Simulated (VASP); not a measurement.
RbGe2Sb3: single point with PBE

The system is RbGe2Sb3.

```
Rb Ge Sb
1.0
     6.94968    0.00000    0.00000
    -3.47484    6.01860    0.00000
     0.00000    0.00000    4.41254
Rb Ge Sb
1 2 3
Direct
  0.00000 0.00000 0.00000
  0.33333 0.66667 0.00000
  0.66667 0.33333 0.00000
  0.50000 0.00000 0.50000
  0.50000 0.50000 0.50000
  0.00000 0.50000 0.50000
```

```json
{
 "Program": "VASP 6.6.1",
 "Task": "single point",
 "Functional": "PBE",
 "Potentials or basis": "VASP PAW PBE potentials, release 64 (Rb_sv, Ge_d, Sb)",
 "Cutoff": "520 eV",
 "k mesh": "6 × 6 × 10",
 "Occupations": "gaussian, width 0.1 eV",
 "Spin": "no spin polarisation"
}
```

```
Pressure               : 0.0 GPa
Band gap on the k mesh : zero (bands 26 and 27 overlap by 1.66 eV)
```

Levels at points of the mesh, in eV from the Fermi level:
| k point | band 24 | band 25 | band 26 | band 27 | band 28 | band 29 |
| --- | --- | --- | --- | --- | --- | --- |
| (0.00, 0.00, 0.00) | -0.27 | 0.08 | 0.08 | 0.82 | 0.82 | 1.03 |
| (0.50, 0.00, 0.00) | -1.78 | -1.29 | -1.03 | 0.01 | 1.03 | 1.36 |
| (0.00, 0.00, 0.50) | -2.66 | -0.08 | -0.08 | 1.59 | 1.75 | 2.20 |
| (0.50, 0.00, 0.50) | -1.27 | -1.25 | -0.93 | -0.72 | 0.31 | 2.24 |

Wall time 3.2 min on 1 thread of Intel(R) Xeon(R) 6975P-C (Granite Rapids) (shared host), peak memory 0.46 GiB.

Caveat: spin-orbit coupling is left out, which moves the levels of the heavy elements.
